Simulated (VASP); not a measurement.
Set up this calculation in VASP 6.6.1, as the native input.

```
Task                   : single point
Functional             : PBE
Potentials or basis    : VASP PAW PBE potentials, release 64 (Si, C)
Cutoff                 : 520 eV
k mesh                 : 12 × 12 × 2
Occupations            : gaussian, width 0.05 eV
Spin                   : no spin polarisation
Dipole correction      : no
Further INCAR settings : ALGO = Normal; EDIFF = 1e-06; NBANDS = 36
```

The structure of SiC lies in POSCAR:

```
SiC
1.0
    3.0432521380      0.0000000000      0.0000000000
   -1.5216260690      2.6355336616      0.0000000000
    0.0000000000      0.0000000000     14.9327054840
Si C
6 6
Direct
    0.0000000000      0.0000000000      0.1250412046
    0.0000000000      0.0000000000      0.6250387132
    0.3333333333      0.6666666667      0.2918647478
    0.6666666667      0.3333333333      0.7917698400
    0.3333333333      0.6666666667      0.9583511446
    0.6666666667      0.3333333333      0.4582680052
    0.0000000000      0.0000000000      0.9977393199
    0.0000000000      0.0000000000      0.5016375659
    0.3333333333      0.6666666667      0.1686482863
    0.6666666667      0.3333333333      0.6650107867
    0.3333333333      0.6666666667      0.8351935973
    0.6666666667      0.3333333333      0.3314367883
```

This cell differs from its parent crystal: atoms displaced along a vibrational mode, the cell strained.

These files were run (other wordings do the same):

INCAR

```
SYSTEM = SiC
PREC     = Accurate       ! precision mode
ENCUT    = 520            ! plane-wave cutoff, eV
EDIFF    = 1E-6           ! SCF threshold, eV
ISMEAR   = 0              ! smearing method
SIGMA    = 0.05           ! smearing width, eV
LREAL    = .FALSE.        ! projectors in reciprocal space
LASPH    = .TRUE.         ! aspherical terms in the spheres
NELM     = 80             ! most SCF steps
ALGO     = Normal         ! electronic algorithm
ISIF     = 2              ! what is computed and relaxed
LWAVE    = .FALSE.        ! write WAVECAR
LCHARG   = .FALSE.        ! write CHGCAR
GGA      = PE             ! functional
NBANDS   = 36             ! bands
```

KPOINTS

```
regular mesh
0
G
  12 12 2
  0 0 0
```

Potentials or basis: VASP PAW PBE potentials, release 64 (Si, C).

Command:

```console
$ cat potpaw_PBE.64/Si/POTCAR potpaw_PBE.64/C/POTCAR > POTCAR
$ mpirun -np 1 vasp_std > vasp.out
```

Results of the run:

```
Pressure               : 12.0 GPa
Largest force          : 0.984 eV/Å
Band gap on the k mesh : 2.00 eV (least direct gap 3.11 eV)
```

Caveat: the cell differs from its parent crystal (atoms displaced along a vibrational mode, the cell strained); the cell stands under pressure.

Wall time 82 s on 1 thread of Intel(R) Xeon(R) 6975P-C (Granite Rapids) (shared host), peak memory 0.28 GiB.
